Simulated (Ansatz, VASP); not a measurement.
TlCl in VASP and in Ansatz

POSCAR

```
TlCl
1.0
    3.8388256226      0.0000000000      0.0000000000
    0.0000000000      3.8388256226      0.0000000000
    0.0000000000      0.0000000000      3.8388256226
Tl Cl
1 1
Direct
    0.0000000000      0.0000000000      0.0000000000
    0.5000000000      0.5000000000      0.5000000000
```

The input INCAR.step1:

```
SYSTEM = TlCl
PREC = Accurate
ENCUT = 400
EDIFF = 1E-5
ISMEAR = 0
SIGMA = 0.01
LREAL = .False.
LASPH = .True.
NELM = 120
ALGO = Normal
ISIF = 2
LWAVE = .True.
GGA = PE
NBANDS = 17
GGA_COMPAT = .False.
```

File INCAR.step2:

```
SYSTEM = TlCl
PREC = Accurate
ENCUT = 400
EDIFF = 1E-6
ISMEAR = 0
SIGMA = 0.01
LREAL = .False.
LASPH = .True.
NELM = 120
ALGO = Normal
ISIF = 2
LWAVE = .False.
LCHARG = .True.
GGA = PE
LHFCALC = .True.
HFSCREEN = 0.2079
PRECFOCK = Normal
LELF = .True.
LVHAR = .True.
ISTART = 1
NBANDS = 17
GGA_COMPAT = .False.
```

The input KPOINTS:

```
Automatic mesh
0
Gamma
  4 4 4
  0 0 0
```

Input for Ansatz:

```yaml
crystal:
  lattice:
    - [3.8388256226, 0.0, 0.0]
    - [0.0, 3.8388256226, 0.0]
    - [0.0, 0.0, 3.8388256226]
  atoms:
    - { symbol: Tl, position: [0.0, 0.0, 0.0] }
    - { symbol: Cl, position: [0.5, 0.5, 0.5] }
kpoints:
  mp_grid: { grid: [4, 4, 4] }
hamiltonian:
  xc: hse06
scf:
  occupations: { method: fixed }
  n_extra_bands: 4
output:
  forces: true
  stress: true
  eigenvalues: true
```

Alike in both runs: task single point; functional HSE06; k mesh 4 × 4 × 4; no spin polarisation.

|  | VASP | Ansatz |
| --- | --- | --- |
| version | VASP 6.6.1 | Ansatz 0.2.0 |
| potentials or method | VASP PAW PBE potentials, release 64 (Tl_d, Cl) | plane waves, PAW |
| plane-wave cutoff (eV) | 400 | 420 |
| occupations | gaussian, width 0.01 eV | fixed |
| valence electrons in the cell | 20 | 20 |

VASP gave:

* gap on the k mesh at the Fermi level (eV): 2.85
* pressure (GPa): 0.8

Q: What did Ansatz give for the same quantities?

A: gap on the k mesh at the Fermi level (eV): 2.85; pressure (GPa): 0.9.

Ansatz's warnings: stress exchange threshold loose, stress scf threshold loose.

Neither program's run includes spin-orbit coupling.
